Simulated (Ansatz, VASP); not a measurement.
## One calculation of SnTe, two programs

Contents of INCAR:

```
PREC = Accurate
ENCUT = 520
EDIFF = 1E-6
ISMEAR = -1
SIGMA = 0.08
LREAL = F
LASPH = T
NELM = 80
ALGO = Normal
ISIF = 2
LWAVE = F
LCHARG = F
GGA = PS
NBANDS = 17
```

KPOINTS

```
regular mesh
0
Gamma
  11 11 11
```

Contents of POSCAR:

```
SnTe
1.0
    0.0000000000      2.7088480152      2.7088480152
    2.7088480152      0.0000000000      2.7088480152
    2.7088480152      2.7088480152      0.0000000000
Sn Te
1 1
Direct
    0.0000000000      0.0000000000      0.0000000000
    0.5000000000      0.5000000000      0.5000000000
```

Input for Ansatz:

```yaml
crystal:
  lattice:
    - [0.0, 2.7088480152, 2.7088480152]
    - [2.7088480152, 0.0, 2.7088480152]
    - [2.7088480152, 2.7088480152, 0.0]
  atoms:
    - { symbol: Sn, position: [0.0, 0.0, 0.0] }
    - { symbol: Te, position: [0.5, 0.5, 0.5] }
kpoints:
  mp_grid: { grid: [11, 11, 11] }
scf:
  occupations: { method: fermi_dirac, width: 0.08 }
hamiltonian:
  xc: pbesol
  pseudopotentials: { kind: all_electron, lapw: { basis_error: 0.001 } }
output:
  forces: true
  stress: true
  eigenvalues: true
  populations: true
```

Change from the starting cell: volume scaled by 0.64, LAPW.

Alike in both runs: task single point; functional PBEsol; k mesh 11 × 11 × 11; occupations fermi-dirac, width 0.08 eV; no spin polarisation.

|  | VASP | Ansatz |
| --- | --- | --- |
| version | VASP 6.6.1 | Ansatz 0.2.0 |
| potentials or method | VASP PAW PBE potentials, release 64 (Sn_d, Te), cutoff 520 eV | all-electron LAPW, scalar-relativistic |

|  | VASP | Ansatz | Ansatz less VASP |
| --- | --- | --- | --- |
| pressure (GPa) | 56.6 | 56.3 | -0.30 |

VASP's potentials were made for PBE, not for PBEsol. Both programs put the cell under a high pressure, so it lies far from rest at this level. Ansatz ran all-electron here, and VASP with PAW potentials.

Neither program's run includes spin-orbit coupling.
